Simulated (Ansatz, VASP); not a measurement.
# SnSe: VASP beside Ansatz

```
Sn Se
1.0
     4.11134    0.00000    0.00000
     0.00000    4.11134    0.00000
     0.00000    0.00000   23.80000
Sn Se
1 1
Direct
  0.50000 0.50000 0.29412
  0.00000 0.00000 0.29412
```

Alike in both runs: functional PBE; k mesh 10 × 10 × 1; occupations gaussian, width 0.02 eV; no spin polarisation.

Ansatz relaxed the structure, and its values are those at the end. VASP's run is a single point on that final structure, the one shown.

|  | VASP | Ansatz |
| --- | --- | --- |
| version | VASP 6.6.1 | Ansatz 0.2.0 |
| potentials or method | VASP PAW PBE potentials, release 64 (Sn_d, Se), cutoff 520 eV | scalar-relativistic, plane waves, PAW |
| valence electrons in the cell | 20 | 30 |

```csv
,VASP,Ansatz,Ansatz less VASP
gap on the k mesh at the Fermi level (eV),0.07,0.07,0.000
least direct gap on the mesh (eV),0.47,0.48,+0.005
```

The functional is the same, so the differences come from potentials, cutoffs and numerics. VASP's potentials hold 20 valence electrons a cell and Ansatz's 30, so a difference there can come from the potentials and not from the codes.
